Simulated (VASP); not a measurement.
The system is MgO (Periclase).

```
Mg O
1.0
     0.00000    2.10217    2.10217
     2.10217    0.00000    2.10217
     2.10217    2.10217    0.00000
Mg O
1 1
Direct
  0.00000 0.00000 0.00000
  0.50000 0.50000 0.50000
```

Program: VASP 6.6.1. Alike in all runs: task single point; no spin polarisation; cell as given; cutoff (eV) 520; smearing gaussian 0.01 eV.

Problem. Order these runs on this cell by their pressure, lowest first.
A. level LDA; potentials or basis VASP PAW LDA potentials, release 64 (Mg, O); k mesh 10 × 10 × 10
B. level PBE; potentials or basis VASP PAW PBE potentials, release 64 (Mg, O); k mesh 6 × 6 × 6
C. level r2SCAN; potentials or basis VASP PAW PBE potentials, release 64 (Mg, O); k mesh 10 × 10 × 10

Solution. A (-6.9 GPa), C (-1.1 GPa), B (4.9 GPa).

Caveats: some runs use coarse meshes; the PAW data sets were made with another functional, which shifts forces and pressure a little (some runs).
